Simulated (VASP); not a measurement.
Here is a VASP 6.6.1 calculation.

Contents of INCAR:

```
SYSTEM = CrCuTe3
ALGO     = Normal         ! electronic algorithm
EDIFF    = 1E-7           ! SCF threshold, eV
ENCUT    = 520            ! plane-wave cutoff, eV
GGA      = PE             ! functional
ISIF     = 2              ! what is computed and relaxed
ISMEAR   = 0              ! smearing method
ISPIN    = 2              ! spin polarisation
LASPH    = .True.         ! aspherical terms in the spheres
LCHARG   = .True.         ! write CHGCAR
LELF     = .True.         ! ELF
LMAXMIX  = 4              ! l up to which the mixer works
LORBIT   = 11             ! projections on sites
LREAL    = .False.        ! projectors in reciprocal space
LVHAR    = .True.       
LWAVE    = .False.        ! write WAVECAR
MAGMOM   = 4.32 0 0 0 0   ! initial moments
NBANDS   = 32             ! bands
NELM     = 150            ! most SCF steps
PREC     = Accurate       ! precision mode
SIGMA    = 0.1            ! smearing width, eV
```

File KPOINTS:

```
k-points
0
Gamma
  6 6 8
  0 0 0
```

The input POSCAR:

```
CrCuTe3
1.0
    6.1053224948      0.0000000000      0.0000000000
   -3.0526612474      5.2873643788      0.0000000000
    0.0000000000      0.0000000000      5.0030360819
Cr Cu Te
1 1 3
Direct
    0.0000000000      0.0000000000      0.5000000000
    0.0000000000      0.0000000000      0.0000000000
    0.5000000000      0.0000000000      0.0000000000
    0.0000000000      0.5000000000      0.0000000000
    0.5000000000      0.5000000000      0.0000000000
```

Potentials or basis: VASP PAW PBE potentials, release 64 (Cr_pv, Cu, Te).

Command:

```bash
$ cat potpaw_PBE.64/Cr_pv/POTCAR potpaw_PBE.64/Cu/POTCAR potpaw_PBE.64/Te/POTCAR > POTCAR
$ mpirun -np 1 vasp_std > vasp.out
```

Problem. What does it give for the pressure?

Solution. 0.0 GPa.

Problem. Predict the site moments.

Solution. Cr +4.17; Cu +0.09; Te -0.01 μB.
